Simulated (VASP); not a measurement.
A run of VASP 6.6.1 is set up as follows.

The input POSCAR:

```
Ge
1.0
    1.3971490000     -2.6005160000      0.0000000000
    1.3971490000      2.6005160000      0.0000000000
    0.0000000000      0.0000000000      2.6982310000
Ge
1
Direct
    0.5000000000      0.5000000000      0.0000000000
```

INCAR.step1

```
PREC = Accurate
ENCUT = 520
ISMEAR = 1
SIGMA = 0.01
LREAL = False
LASPH = True
NELM = 100
NBANDS = 13
GGA = PE
ALGO = Normal
EDIFF = 1E-4
LWAVE = True
LCHARG = False
```

INCAR.step2

```
PREC = Accurate
ENCUT = 520
EDIFF = 1E-7
ISMEAR = 1
SIGMA = 0.01
LREAL = False
LASPH = True
NELM = 100
ALGO = Normal
ISIF = 2
LWAVE = False
LCHARG = True
METAGGA = R2SCAN
LMIXTAU = True
LELF = True
LVHAR = True
NBANDS = 13
ISTART = 1
```

Contents of KPOINTS:

```
regular mesh
0
Gamma
  9 9 8
```

Potentials or basis: VASP PAW PBE potentials, release 64 (Ge_d).

Launch:

```console
$ cat potpaw_PBE.64/Ge_d/POTCAR > POTCAR
$ cp INCAR.step1 INCAR
$ mpirun -np 1 vasp_std > vasp.out
$ cp INCAR.step2 INCAR
$ mpirun -np 1 vasp_std > vasp.out
```

**Question.** Predict the pressure.

**Answer.** -3.2 GPa.

**Question.** What does it give for the band gap on the k mesh?

**Answer.** Zero (bands 7 and 8 overlap by 10.33 eV).

Stress tensor (GPa, compression positive):
```
-3.64  0.00  0.00
 0.00 -2.19  0.00
 0.00  0.00 -3.64
```

Caveat: the cell stands under tension; the PAW data sets were made with another functional, which shifts forces and pressure a little.
